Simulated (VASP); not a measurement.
# Zn4S (P-43m) in VASP: a series of runs, part 2 of 2

VASP 6.6.1. The steps go on from the part before.

## (3) Single point, PBE

This run uses another cell than the first one, of 18.68 Å³/atom, 1.017 times its volume.

Input file INCAR:

```
SYSTEM = Zn4S
PREC = Accurate
ENCUT = 520
EDIFF = 1E-6
ISMEAR = 0
SIGMA = 0.1
LREAL = .False.
LASPH = .True.
NELM = 80
ALGO = Normal
ISIF = 2
LWAVE = .False.
LCHARG = .False.
GGA = PE
NBANDS = 35
```

Input file KPOINTS:

```
regular mesh
0
Gamma
  4 4 4
  0 0 0
```

Input file POSCAR:

```
Zn4S
1.0
    4.5370278500      0.0000000000      0.0000000000
    0.0000000000      4.5370278500      0.0000000000
    0.0000000000      0.0000000000      4.5370278500
Zn S
4 1
Direct
    0.3080354700      0.3080354700      0.3080354700
    0.6919645300      0.6919645300      0.3080354700
    0.6919645300      0.3080354700      0.6919645300
    0.3080354700      0.6919645300      0.6919645300
    0.0000000000      0.0000000000      0.0000000000
```

Potentials or basis: VASP PAW PBE potentials, release 64 (Zn, S).

Started as:

```bash
$ cat potpaw_PBE.64/Zn/POTCAR potpaw_PBE.64/S/POTCAR > POTCAR
$ mpirun -np 1 vasp_std > vasp.out
```

Run time: 26 s. Hardware: 1 thread of Intel Xeon Platinum 8259CL at 2.50GHz (Skylake/Cascade Lake), shared host; peak memory 0.2 GiB.

It converged, with:

```yaml
Free_energy: -8.2610 eV
Pressure: 0.6 GPa
Largest_force: 1.443 eV/Å
Band_gap_on_the_k_mesh: zero (band 27 reaches 3.60 eV, above the bottom of band 28 at -0.23 eV)
```

Forces in eV/Å, atoms in the order of the input:
```
Zn  -0.833 -0.833 -0.833
Zn   0.833  0.833 -0.833
Zn   0.833 -0.833  0.833
Zn  -0.833  0.833  0.833
S    0.000  0.000  0.000
```

Levels at points of the mesh, in eV from the Fermi level:
```tsv
k point	band 24	band 25	band 26	band 27	band 28	band 29	band 30	band 31
(0.00, 0.00, 0.00)	-3.67	-3.67	-0.30	-0.30	1.80	1.80	1.80	2.65
(0.50, 0.00, 0.00)	-3.44	-3.26	-3.12	1.07	1.07	1.22	2.61	4.10
(0.50, 0.50, 0.00)	-5.53	-3.23	-0.05	-0.05	0.72	1.90	2.11	3.05
(0.50, 0.50, 0.50)	-4.51	-4.51	-2.76	-2.76	-2.76	4.26	4.26	4.26
```

Caveat: forces of over 1 eV/Å act on the atoms, so gaps and moduli don't describe the material at rest.

## (4) Single point, PBE

This run uses another cell than the first one, of 18.16 Å³/atom, 0.989 times its volume.

Input file INCAR:

```
PREC = Accurate ; ENCUT = 520
EDIFF = 1E-7 ; ISMEAR = 0
SIGMA = 0.1 ; LREAL = F
LASPH = T ; NELM = 100
ALGO = Normal ; ISIF = 2
LWAVE = F ; LCHARG = F
GGA = PE ; NBANDS = 35
```

Input file KPOINTS:

```
regular mesh
0
Gamma
  8 8 8
```

Input file POSCAR:

```
Zn4S
1.0
    4.4950031808      0.0000000000      0.0000000000
    0.0000000000      4.4950031808      0.0000000000
    0.0000000000      0.0000000000      4.4950031808
Zn S
4 1
Direct
    0.2968755851      0.2968755851      0.2968755851
    0.7031244149      0.7031244149      0.2968755851
    0.7031244149      0.2968755851      0.7031244149
    0.2968755851      0.7031244149      0.7031244149
    0.0000000000      0.0000000000      0.0000000000
```

Started as:

```bash
$ cat potpaw_PBE.64/Zn/POTCAR potpaw_PBE.64/S/POTCAR > POTCAR
$ mpirun -np 1 vasp_std > vasp.out
```

Wall time 85 s (1 thread of Intel Xeon Platinum 8259CL at 2.50GHz (Skylake/Cascade Lake), shared host); peak memory 0.25 GiB.

Results (log left out):

```yaml
Free_energy: -8.4710 eV
Pressure: 0.2 GPa
Band_gap_on_the_k_mesh: zero (band 27 reaches 4.01 eV, above the bottom of band 28 at 0.02 eV)
```

Levels at points of the mesh, in eV from the Fermi level:
| k point | band 25 | band 26 | band 27 | band 28 | band 29 | band 30 |
| --- | --- | --- | --- | --- | --- | --- |
| (0.00, 0.00, 0.00) | -3.94 | -0.50 | -0.50 | 2.03 | 2.03 | 2.03 |
| (0.50, 0.00, 0.00) | -3.26 | -3.06 | 1.27 | 1.28 | 1.28 | 2.21 |
| (0.50, 0.50, 0.00) | -3.57 | 0.00 | 0.00 | 0.60 | 2.14 | 2.54 |
| (0.50, 0.50, 0.50) | -4.21 | -2.72 | -2.72 | -2.72 | 4.26 | 4.26 |

## (5) Relaxation of cell and atoms, PBE

This run uses another cell than the first one, of 18.68 Å³/atom, 1.017 times its volume.

Input file INCAR:

```
SYSTEM = Zn4S
PREC = Accurate ; ENCUT = 600
EDIFF = 1E-6 ; ISMEAR = 0
SIGMA = 0.1 ; LREAL = .FALSE.
LASPH = .TRUE. ; NELM = 80
ALGO = Normal ; ISIF = 3
LWAVE = .FALSE. ; LCHARG = .FALSE.
GGA = PE ; IBRION = 2
NSW = 90 ; EDIFFG = -0.04
```

Input file KPOINTS:

```
Automatic mesh
0
G
  4 4 4
  0 0 0
```

Input file POSCAR:

```
Zn4S
1.0
    4.5370278500      0.0000000000      0.0000000000
    0.0000000000      4.5370278500      0.0000000000
    0.0000000000      0.0000000000      4.5370278500
Zn S
4 1
Direct
    0.3080354700      0.3080354700      0.3080354700
    0.6919645300      0.6919645300      0.3080354700
    0.6919645300      0.3080354700      0.6919645300
    0.3080354700      0.6919645300      0.6919645300
    0.0000000000      0.0000000000      0.0000000000
```

Started as:

```bash
$ cat potpaw_PBE.64/Zn/POTCAR potpaw_PBE.64/S/POTCAR > POTCAR
$ mpirun -np 1 vasp_std > vasp.out
```

It took 78 s on 1 thread of Intel Xeon Platinum 8259CL at 2.50GHz (Skylake/Cascade Lake), shared host; peak memory 0.22 GiB.

Results (log left out):

```yaml
Free_energy: -8.4855 eV
Relaxed_volume: 18.55 Å³/atom
Relaxed_cell: a = 4.526 Å, b = 4.526 Å, c = 4.526 Å, α = 90.00°, β = 90.00°, γ = 90.00°
Space_group_after_relaxing_to_0.05_Å: P-43m (No. 215)
Energy_gained_by_relaxing: 45.1 meV/atom
Ionic_steps: 4
Pressure_after_relaxing: -0.2 GPa
Largest_force_after_relaxing: 0.017 eV/Å
Band_gap_on_the_k_mesh: zero (band 27 reaches 3.84 eV, above the bottom of band 28 at -0.07 eV)
```

Forces in eV/Å, atoms in the order of the input:
```
Zn   0.010  0.010  0.010
Zn  -0.010 -0.010  0.010
Zn  -0.010  0.010 -0.010
Zn   0.010 -0.010 -0.010
S    0.000  0.000  0.000
```

Step by step:
| step | energy change (eV) | largest force (eV/Å) | pressure (GPa) | volume (Å³) |
| --- | --- | --- | --- | --- |
| 1 | 0.0000 | 1.4434 | 0.53 | 93.39 |
| 2 | -0.2157 | 0.1802 | -0.89 | 94.23 |
| 3 | -0.2191 | 0.0147 | -1.00 | 94.36 |
| 4 | -0.2253 | 0.0170 | -0.19 | 92.74 |

Final structure:
```xyz
5
Lattice="4.5264 0.0000 0.0000 0.0000 4.5264 0.0000 0.0000 0.0000 4.5264" Properties=species:S:1:pos:R:3 pbc="T T T"
Zn    1.3464    1.3464    1.3464
Zn    3.1800    3.1800    1.3464
Zn    3.1800    1.3464    3.1800
Zn    1.3464    3.1800    3.1800
S     0.0000    4.5264    0.0000
```

Levels at points of the mesh, in eV from the Fermi level:
```tsv
k point	band 25	band 26	band 27	band 28	band 29	band 30
(0.00, 0.00, 0.00)	-3.90	-0.46	-0.46	1.94	1.94	1.94
(0.50, 0.00, 0.00)	-3.21	-3.07	1.22	1.22	1.25	2.23
(0.50, 0.50, 0.00)	-3.52	-0.02	-0.02	0.57	2.11	2.43
(0.50, 0.50, 0.50)	-4.21	-2.69	-2.69	-2.69	4.16	4.16
```

## (6) Relaxation of cell and atoms, PBE

Input file INCAR:

```
  ALGO = Normal
  EDIFF = 1E-6
  EDIFFG = -0.01
  ENCUT = 600
  GGA = PE
  IBRION = 2
  ISIF = 3
  ISMEAR = 0
  LASPH = T
  LCHARG = F
  LREAL = F
  LWAVE = F
  NELM = 80
  NSW = 100
  PREC = Accurate
  SIGMA = 0.1
```

Input file KPOINTS:

```
k-points
0
Gamma
  8 8 8
```

Input file POSCAR:

```
Zn4S
1.0
    4.5114485718      0.0000000000      0.0000000000
    0.0000000000      4.5114485718      0.0000000000
    0.0000000000      0.0000000000      4.5114485718
Zn S
4 1
Direct
    0.2975641048      0.2975641048      0.2975641048
    0.7024358952      0.7024358952      0.2975641048
    0.7024358952      0.2975641048      0.7024358952
    0.2975641048      0.7024358952      0.7024358952
    0.0000000000      0.0000000000      0.0000000000
```

Potentials or basis: VASP PAW PBE potentials, release 64 (Zn, S).

Started as:

```bash
$ cat potpaw_PBE.64/Zn/POTCAR potpaw_PBE.64/S/POTCAR > POTCAR
$ mpirun -np 1 vasp_std > vasp.out
```

It took 3.1 min on 1 thread of Intel Xeon Platinum 8259CL at 2.50GHz (Skylake/Cascade Lake), shared host; peak memory 0.27 GiB.

Results (log left out):

* Free energy: -8.4708 eV
* Relaxed volume: 18.22 Å³/atom
* Relaxed cell: a = 4.500 Å, b = 4.500 Å, c = 4.500 Å, α = 90.00°, β = 90.00°, γ = 90.00°
* Space group after relaxing (to 0.05 Å): P-43m (No. 215)
* Energy gained by relaxing: 0.3 meV/atom
* Ionic steps: 4
* Pressure after relaxing: 0.1 GPa
* Largest force after relaxing: 0.005 eV/Å
* Band gap on the k mesh: zero (band 27 reaches 3.99 eV, above the bottom of band 28 at 0.00 eV)

Forces in eV/Å, atoms in the order of the input:
```
Zn  -0.003 -0.003 -0.003
Zn   0.003  0.003 -0.003
Zn   0.003 -0.003  0.003
Zn  -0.003  0.003  0.003
S    0.000  0.000  0.000
```

Step by step:
```csv
step,energy change (eV),largest force (eV/Å),pressure (GPa),volume (Å³)
1,0.0000,0.0830,-0.37,91.82
2,-0.0016,0.0209,0.02,91.26
3,-0.0016,0.0156,-0.01,91.22
4,-0.0016,0.0048,0.06,91.12
```

Final structure:
```
Zn S
1.0
     4.49995    0.00000    0.00000
     0.00000    4.49995    0.00000
     0.00000    0.00000    4.49995
Zn S
4 1
Direct
  0.29692 0.29692 0.29692
  0.70308 0.70308 0.29692
  0.70308 0.29692 0.70308
  0.29692 0.70308 0.70308
  0.00000 0.00000 0.00000
```

Levels at points of the mesh, in eV from the Fermi level:
| k point | band 23 | band 24 | band 25 | band 26 | band 27 | band 28 | band 29 | band 30 | band 31 | band 32 |
| --- | --- | --- | --- | --- | --- | --- | --- | --- | --- | --- |
| (0.00, 0.00, 0.00) | -3.94 | -3.94 | -3.94 | -0.49 | -0.49 | 2.02 | 2.02 | 2.02 | 3.19 | 6.54 |
| (0.50, 0.00, 0.00) | -3.75 | -3.75 | -3.25 | -3.06 | 1.27 | 1.27 | 1.27 | 2.21 | 4.38 | 5.40 |
| (0.50, 0.50, 0.00) | -5.74 | -5.41 | -3.56 | 0.00 | 0.00 | 0.60 | 2.14 | 2.52 | 2.99 | 2.99 |
| (0.50, 0.50, 0.50) | -4.84 | -4.84 | -4.21 | -2.72 | -2.72 | -2.72 | 4.24 | 4.24 | 4.24 | 7.63 |

## (7) Overview

```tsv
task	cell	k mesh	cutoff (eV)	gap on the mesh (eV)	pressure (GPa)	relaxed volume (Å³/atom)	largest force (eV/Å)
single point	a = 4.511 Å, 5 atoms	4 × 4 × 4	520	none	0.3	-	0.01
single point	a = 4.537 Å, 5 atoms	4 × 4 × 4	520	none	0.6	-	1.44
single point	a = 4.495 Å, 5 atoms	8 × 8 × 8	520	none	0.2	-	-
relaxation of cell and atoms	relaxed from a = 4.537 Å, 5 atoms	4 × 4 × 4	600	none	-0.2	18.55	0.02
relaxation of cell and atoms	relaxed from a = 4.511 Å, 5 atoms	8 × 8 × 8	600	none	0.1	18.22	-
```

Alike in all rows: level PBE; potentials or basis VASP PAW PBE potentials, release 64 (Zn, S); no spin polarisation; smearing gaussian 0.1 eV.

Caveats: forces of over 1 eV/Å act on the atoms, so gaps and moduli don't describe the material at rest (some runs).

Total energies depend on the potentials used, so only differences within one code and one set of settings carry meaning.
